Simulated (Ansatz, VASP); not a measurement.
**BiTe in VASP and in Ansatz**

INCAR

```
SYSTEM = BiTe
ALGO = Normal ; EDIFF = 1E-7
ENCUT = 520 ; ISIF = 2
ISMEAR = 1 ; LASPH = .TRUE.
LCHARG = .FALSE. ; LREAL = .FALSE.
LWAVE = .FALSE. ; NBANDS = 18
NELM = 60 ; PREC = Accurate
SIGMA = 0.02
```

Contents of KPOINTS:

```
k-points
0
G
  14 14 14
  0 0 0
```

The input POSCAR:

```
BiTe
1.0
    0.0000000000      3.2471312500      3.2471312500
    3.2350000000      0.0121312500      3.2350000000
    3.2350000000      3.2350000000      0.0121312500
Bi Te
1 1
Direct
    0.0000000000      0.0000000000      0.0000000000
    0.5000000000      0.5000000000      0.5000000000
```

Input for Ansatz:

```yaml
crystal:
  lattice:
    - [0.0, 3.24713125, 3.24713125]
    - [3.235, 0.01213125, 3.235]
    - [3.235, 3.235, 0.01213125]
  atoms:
    - { symbol: Bi, position: [0.0, 0.0, 0.0] }
    - { symbol: Te, position: [0.5, 0.5, 0.5] }
basis:
  ecutwfc: 420
kpoints:
  mp_grid: { grid: [14, 14, 14] }
hamiltonian:
  xc: lda
scf:
  occupations: { method: cold, width: 0.02 }
output:
  forces: true
  stress: true
  eigenvalues: true
```

Change from the starting cell: strain +0.0075 x Voigt [0, 0, 0, 1, 0, 0], atoms carried along.

Alike in both runs: task single point; functional LDA; k mesh 14 × 14 × 14; no spin polarisation.

|  | VASP | Ansatz |
| --- | --- | --- |
| version | VASP 6.6.1 | Ansatz 0.2.0 |
| potentials or method | VASP PAW LDA potentials, release 64 (Bi_d, Te), cutoff 520 eV | scalar-relativistic, plane waves, PAW |
| occupations | methfessel-paxton of order 1, width 0.02 eV | cold, width 0.02 eV |
| valence electrons in the cell | 21 | 31 |

Ansatz gave:

| Item | Value |
| --- | --- |
| gap on the k mesh at the Fermi level (eV) | none |
| pressure (GPa) | -2.8 |

Problem. Estimate VASP's values.

Solution. gap on the k mesh at the Fermi level (eV): none; pressure (GPa): -2.7.

LDA's correlation is that of Perdew and Zunger in VASP and of Perdew and Wang (1992) in Ansatz. A gap of «none» marks a metal or a gap that the smearing closes. VASP's potentials hold 21 valence electrons a cell and Ansatz's 31, so a difference there can come from the potentials and not from the codes.

Neither program's run includes spin-orbit coupling.
